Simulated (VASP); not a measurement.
**TePt: single point with PBEsol**

The system is TePt.

```
CELL_PARAMETERS angstrom
4.11100 0.00000 0.00000
-2.05550 3.56023 0.00000
0.00000 0.00000 5.44600
ATOMIC_POSITIONS crystal
Te 0.33333 0.66667 0.25000
Te 0.66667 0.33333 0.75000
Pt 0.00000 0.00000 0.00000
Pt 0.00000 0.00000 0.50000
```

```
Program                : VASP 6.6.1
Task                   : single point
Functional             : PBEsol
Potentials or basis    : VASP PAW PBE potentials, release 64 (Te, Pt)
Cutoff                 : 520 eV
k mesh                 : 15 × 15 × 10
Occupations            : gaussian, width 0.15 eV
Spin                   : no spin polarisation
Dipole correction      : no
Further INCAR settings : ALGO = Normal; EDIFF = 1e-06; NBANDS = 24
```

```json
{
  "Pressure": "11.6 GPa",
  "Band gap on the k mesh": "zero (bands 16 and 17 overlap by 1.60 eV)"
}
```

Stress tensor (GPa, compression positive):
```
11.79  0.00  0.00
 0.00 11.79  0.00
 0.00  0.00 11.12
```

Levels at points of the mesh, in eV from the Fermi level:
```tsv
k point	band 12	band 13	band 14	band 15	band 16	band 17	band 18	band 19	band 20	band 21
(0.00, 0.00, 0.00)	-2.20	-1.80	-1.80	0.22	0.62	1.45	2.14	2.45	2.45	4.43
(0.00, 0.00, 0.50)	-3.83	-2.71	-2.71	1.07	1.07	1.07	1.07	4.31	4.31	5.36
```

Wall time 100 s on 1 thread of Intel(R) Xeon(R) 6975P-C (Granite Rapids) (shared host), peak memory 0.4 GiB.

Caveat: the cell stands under pressure; the PAW data sets were made with another functional, which shifts forces and pressure a little; spin-orbit coupling is left out, which moves the levels of the heavy elements.
